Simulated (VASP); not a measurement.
# Se (I4/mmm) in VASP: notebook, part 2 of 2

VASP 6.6.1.

## (3) Relaxation of cell and atoms, PBE

The input, INCAR:

```
SYSTEM = Se
  PREC = Accurate
  ENCUT = 600
  EDIFF = 1E-6
  ISMEAR = 0
  SIGMA = 0.1
  LREAL = .FALSE.
  LASPH = .TRUE.
  NELM = 80
  ALGO = Normal
  ISIF = 3
  LWAVE = .FALSE.
  LCHARG = .FALSE.
  GGA = PE
  IBRION = 2
  NSW = 90
  EDIFFG = -0.04
```

The input, KPOINTS:

```
regular mesh
0
G
  8 8 8
  0 0 0
```

The input, POSCAR:

```
Se
1.0
   -1.6521863053      1.6521863053      2.5135604404
    1.6521863053     -1.6521863053      2.5135604404
    1.6521863053      1.6521863053     -2.5135604404
Se
1
Direct
    0.0000000000      0.0000000000      0.0000000000
```

Potentials or basis: VASP PAW PBE potentials, release 64 (Se).

Started as:

```bash
$ cat potpaw_PBE.64/Se/POTCAR > POTCAR
$ mpirun -np 1 vasp_std > vasp.out
```

OUTCAR:

```text
SYSTEM = Se
   PREC = Accurate
   ENCUT = 600
   EDIFF = 1E-6
   ISMEAR = 0
   LREAL = .FALSE.
   LASPH = .TRUE.
   NELM = 80
   ISIF = 3
   GGA = PE
   IBRION = 2
   NSW = 90
   EDIFFG = -0.04

 ion  position               nearest neighbor table
   1  0.000  0.000  0.000-

  LATTYP: Found a body centered tetragonal cell.
 ALAT       =     3.3043726106
 C/A-ratio  =     1.5213541187

  Lattice vectors:

 A1 = (  -1.6521863053,   1.6521863053,   2.5135604404)
 A2 = (   1.6521863053,  -1.6521863053,   2.5135604404)
 A3 = (   1.6521863053,   1.6521863053,  -2.5135604404)

Analysis of symmetry for initial positions (statically):
=====================================================================
 Subroutine PRICEL returns:
 Original cell was already a primitive cell.

 Routine SETGRP: Setting up the symmetry group for a
 body centered tetragonal supercell.

 Subroutine GETGRP returns: Found 16 space group operations
 (whereof 16 operations were pure point group operations)
 out of a pool of 16 trial point group operations.

The static configuration has the point symmetry D_4h.

Analysis of symmetry for dynamics (positions and initial velocities):
=====================================================================
 Subroutine PRICEL returns:
 Original cell was already a primitive cell.

 Routine SETGRP: Setting up the symmetry group for a
 body centered tetragonal supercell.

 Subroutine GETGRP returns: Found 16 space group operations
 (whereof 16 operations were pure point group operations)
 out of a pool of 16 trial point group operations.

The dynamic configuration has the point symmetry D_4h.

 Subroutine INISYM returns: Found 16 space group operations
 (whereof 16 operations are pure point group operations),
 and found     1 'primitive' translations

----------------------------------------------------------------------------------------

                                     Primitive cell

  volume of cell :      27.4453

  direct lattice vectors                    reciprocal lattice vectors
    -1.652186305  1.652186305  2.513560440     0.000000000  0.302629309  0.198921017
     1.652186305 -1.652186305  2.513560440     0.302629309  0.000000000  0.198921017
     1.652186305  1.652186305 -2.513560440     0.302629309  0.302629309  0.000000000

  length of vectors
     3.431825354  3.431825354  3.431825354     0.362151998  0.362151998  0.427982473

  position of ions in fractional coordinates (direct lattice)
     0.000000000  0.000000000  0.000000000

  ion indices of the primitive-cell ions
   primitive index   ion index
                 1           1

----------------------------------------------------------------------------------------

 KPOINTS: regular mesh

Automatic generation of k-mesh.
 Grid dimensions read from file:
 generate k-points for:    8    8    8

 Generating k-lattice:

  Cartesian coordinates                     Fractional coordinates (reciprocal lattice)
     0.000000000  0.037828664  0.024865127     0.125000000  0.000000000  0.000000000
     0.037828664  0.000000000  0.024865127     0.000000000  0.125000000  0.000000000
     0.037828664  0.037828664  0.000000000     0.000000000  0.000000000  0.125000000

[... 48 lines left out ...]
   ISTART =      0    job   : 0-new  1-cont  2-samecut
   ICHARG =      2    charge: 1-file 2-atom 10-const
   ISPIN  =      1    spin polarized calculation?
   LNONCOLLINEAR =      F non collinear calculations
   LSORBIT =      F    spin-orbit coupling
   LASPH  =      T    aspherical Exc in radial PAW
   ENCUT  =  600.0 eV  44.10 Ry    6.64 a.u.   6.85  6.85  6.85*2*pi/ulx,y,z
   NELM   =     80;   NELMIN=  2; NELMDL= -5     # of ELM steps
   EDIFF  = 0.1E-05   stopping-criterion for ELM
   LREAL  =      F    real-space projection
   EDIFFG = -.4E-01   stopping-criterion for IOM
   NSW    =     90    number of steps for IOM
   IBRION =      2    ionic relax: 0-MD 1-quasi-New 2-CG
   NFREE  =      1    steps in history (QN), initial steepest desc. (CG)
   ISIF   =      3    stress and relaxation
   ISYM   =      2    0-nonsym 1-usesym 2-fastsym
   POTIM  = 0.5000    time-step for ionic-motion
   TEBEG  =    0.0;   TEEND  =   0.0 temperature during run
   PSTRESS=    0.0 pullay stress
   NELECT =       6.0000    total number of electrons
   NUPDOWN=      -1.0000    fix difference up-down
   EMIN   =  10.00;   EMAX   =-10.00  energy-range for DOS
   EFERMI =   0.00;   METHOD = LEGACY
   ISMEAR =     0;   SIGMA  =   0.10  broadening in eV -4-tet -1-fermi 0-gaus
   EFERMI_NEDOS =   21; number of points for ismear=-14 and -15
   IALGO  =     38    algorithm
   IMIX   =      4    mixing-type and parameters
     AMIX     =   0.40;   BMIX     =  1.00
     AMIX_MAG =   1.60;   BMIX_MAG =  1.00
  volume/ion in A,a.u.               =      27.45       185.21
  Fermi-wavevector in a.u.,A,eV,Ry     =   0.986210  1.863667 13.233168  0.972610
  Thomas-Fermi vector in A             =   2.117574
   LORBIT       =      0    0 simple, 1 ext, 2 COOP (PROOUT), +10 PAW based schemes
   GGA     = PE    functional components
   LHFCALC =     F    Hartree Fock is set to
   AEXX    =    0.0000 exact exchange contribution
   IVDW    =     0    specifies the selected vdW correction
   LEPSILON=     F    determine dielectric tensor
   LRPA    =     F    only Hartree local field effects (RPA)
 conjugate gradient relaxation of ions
 non-spin polarized calculation
 Gauss-broadening in eV      SIGMA  =   0.10
  energy-cutoff  :      600.00
  volume of cell :       27.45
 maximum number of plane-waves:       938
   NGX = 13   NGY = 13   NGZ = 13

--------------------------------------- Ionic step        1  -------------------------------------------

 number of electron       6.0000000 magnetization

 Free energy of the ion-electron system (eV)
  ---------------------------------------------------
  ext. energy  EPLUGINS =         0.00000000
  ---------------------------------------------------
  free energy    TOTEN  =        -2.49299932 eV

  energy without entropy =       -2.48464251  energy(sigma->0) =       -2.48882092

------------------------ aborting loop because EDIFF is reached ----------------------------------------

  FORCE on cell =-STRESS in cart. coord.  units (eV):
  Direction    XX          YY          ZZ          XY          YZ          ZX
  --------------------------------------------------------------------------------------
  -------------------------------------------------------------------------------------
  Total       -1.9652344     -1.9652344     -1.3368891      0.0000000     -0.0000000      0.0000000
  in kB     -114.7248739   -114.7248739    -78.0438357      0.0000000     -0.0000000      0.0000000
  external PRESSURE =    -102.4978612 kB  Pullay stress =       0.0000000 kB
[... 86 lines left out ...]
  FREE ENERGIE OF THE ION-ELECTRON SYSTEM (eV)
  ---------------------------------------------------
  free  energy   TOTEN  =        -2.8141338157 eV

  energy  without entropy=       -2.8107070063  energy(sigma->0) =       -2.81242041

 E-fermi :   4.9101     XC(G=0): -10.2049

 val. band max:        4.8944012467   @ k =  -0.3750   0.2500   0.0000
 cond. band min:       4.9672931225   @ k =   0.2500   0.1250   0.1250
 fundamental gap:      0.0728918757
 Fermi energy:         4.9100628810

 k-point     1 :       0.0000    0.0000    0.0000
  band No.  band energies     occupation
      1     -11.6976      2.00000
      2       3.1799      2.00000
      3       9.5633      0.00000
      4       9.5633      0.00000
      5       9.9884      0.00000
      6      15.1215      0.00000
      7      18.4875      0.00000
[... 221 lines left out ...]
 k-point    24 :       0.3750    0.1250    0.1250
  band No.  band energies     occupation
      1      -6.5857      2.00000
      2      -1.4388      2.00000
      3       4.7072      1.99588
      4       5.3257      0.00000
      5      11.2820      0.00000
      6      13.1059      0.00000
      7      18.2442      0.00000

 [... further k-points ...]

[... ionic steps 4 to 36 ...]

--------------------------------------- Ionic step       37  -------------------------------------------

 number of electron       5.9999998 magnetization

------------------------ aborting loop because EDIFF is reached ----------------------------------------
[... 65 lines left out ...]
--------------------------------------- Ionic step       39  -------------------------------------------

 number of electron       6.0000000 magnetization

 Free energy of the ion-electron system (eV)
  ---------------------------------------------------
  ext. energy  EPLUGINS =         0.00000000
  ---------------------------------------------------
  free energy    TOTEN  =        -3.29301728 eV

  energy without entropy =       -3.28622106  energy(sigma->0) =       -3.28961917

 E-fermi :   1.4697     XC(G=0):  -8.2267

 val. band max:        1.4676340025   @ k =  -0.3750   0.3750   0.1250
 cond. band min:       1.4749284824   @ k =   0.5000   0.2500   0.0000
 fundamental gap:      0.0072944799
 Fermi energy:         1.4697374977

 k-point     1 :       0.0000    0.0000    0.0000
  band No.  band energies     occupation
      1     -13.7705      2.00000
      2      -1.5721      2.00000
      3       5.4288      0.00000
      4       5.5310      0.00000
      5       5.5310      0.00000
      6      11.4631      0.00000
      7      13.5874      0.00000
[... 258 lines left out ...]
  FREE ENERGIE OF THE ION-ELECTRON SYSTEM (eV)
  ---------------------------------------------------
  free  energy   TOTEN  =        -3.2930172808 eV

  energy  without entropy=       -3.2862210625  energy(sigma->0) =       -3.28961917

 reached required accuracy - stopping structural energy minimisation
```

OSZICAR:

```text
N       E                     dE             d eps       ncg     rms          rms(c)
DAV:   1     0.128805038188E+02    0.12881E+02   -0.28813E+03   826   0.796E+02
DAV:   2    -0.214261553234E+01   -0.15023E+02   -0.14843E+02  1106   0.862E+01
DAV:   3    -0.250203187368E+01   -0.35942E+00   -0.35687E+00   966   0.145E+01
DAV:   4    -0.250271956839E+01   -0.68769E-03   -0.68766E-03  1400   0.780E-01
[... 326 lines left out ...]
DAV:   3    -0.329298850941E+01    0.18011E-02   -0.50854E-03   931   0.396E-01    0.683E-02
DAV:   4    -0.329300673238E+01   -0.18223E-04   -0.11212E-04   945   0.763E-02    0.275E-02
DAV:   5    -0.329301581622E+01   -0.90838E-05   -0.45492E-05   966   0.419E-02    0.946E-03
DAV:   6    -0.329301697631E+01   -0.11601E-05   -0.87138E-06   931   0.168E-02    0.350E-03
DAV:   7    -0.329301728083E+01   -0.30453E-06   -0.14579E-06   889   0.850E-03
  39 F= -.32930173E+01 E0= -.32896192E+01  d E =-.273782E-03
```

CONTCAR:

```text
Se
   1.00000000000000
    -1.3237618680612755    1.3237618680612762    4.3310601800778237
     1.3237618680612755   -1.3237618680612748    4.3310601800778237
     1.3237618680612755    1.3237618680612748   -4.3310601800778237
  Se
     1
Direct
     0.0000000000000000    0.0000000000000000    0.0000000000000000

  0.00000000E+00  0.00000000E+00  0.00000000E+00
```

It took 2.1 min on 1 thread of Intel Xeon 6975P-C (Granite Rapids), shared host; peak memory 0.17 GiB.

What came out:

- Free energy: -3.2930 eV
- Relaxed volume: 30.36 Å³/atom
- Relaxed cell: a = 4.718 Å, b = 4.718 Å, c = 4.718 Å, α = 147.41°, β = 147.41°, γ = 46.75°
- Space group after relaxing (to 0.1 Å): I4/mmm (No. 139)
- Pressure after relaxing: 0.0 GPa
- Band gap on the k mesh: zero (bands 3 and 4 overlap by 4.78 eV)

Final structure:
```
CELL_PARAMETERS angstrom
-1.32376 1.32376 4.33106
1.32376 -1.32376 4.33106
1.32376 1.32376 -4.33106
ATOMIC_POSITIONS crystal
Se 0.00000 0.00000 0.00000
```

Caveat: a cell axis changed by over 15 % at a fixed basis, so the end point is rough.
